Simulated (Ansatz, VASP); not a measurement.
# One calculation of Nb, two programs

```xyz
3
Lattice="4.8772 0.0000 0.0000 -2.4386 4.2238 0.0000 0.0000 0.0000 2.6736" Properties=species:S:1:pos:R:3 pbc="T T T"
Nb    4.8772    0.0000    0.0000
Nb    0.0000    2.8159    1.3368
Nb    2.4386    1.4079    1.3368
```

Alike in both runs: functional r2SCAN; k mesh 8 × 8 × 11; occupations fermi-dirac, width 0.05 eV; collinear spin.

Ansatz relaxed the structure, and its values are those at the end. VASP's run is a single point on that final structure, the one shown.

|  | VASP | Ansatz |
| --- | --- | --- |
| version | VASP 6.6.1 | Ansatz 0.2.0 |
| potentials or method | VASP PAW PBE potentials, release 64 (Nb_sv), cutoff 520 eV | plane waves (500 eV) with PAW, scalar-relativistic |
| valence electrons in the cell | 39 | 39 |

|  | VASP | Ansatz | Ansatz less VASP |
| --- | --- | --- | --- |
| pressure (GPa) | -0.2 | 0.0 | +0.18 |
| net moment per atom (μB) | 0.00 | 0.00 | 0.000 |

VASP's potentials were made for PBE, not for r2SCAN. With one functional, cell and mesh, what is left measures potentials, basis and numerics. Ansatz's warnings: seeded moment not kept.
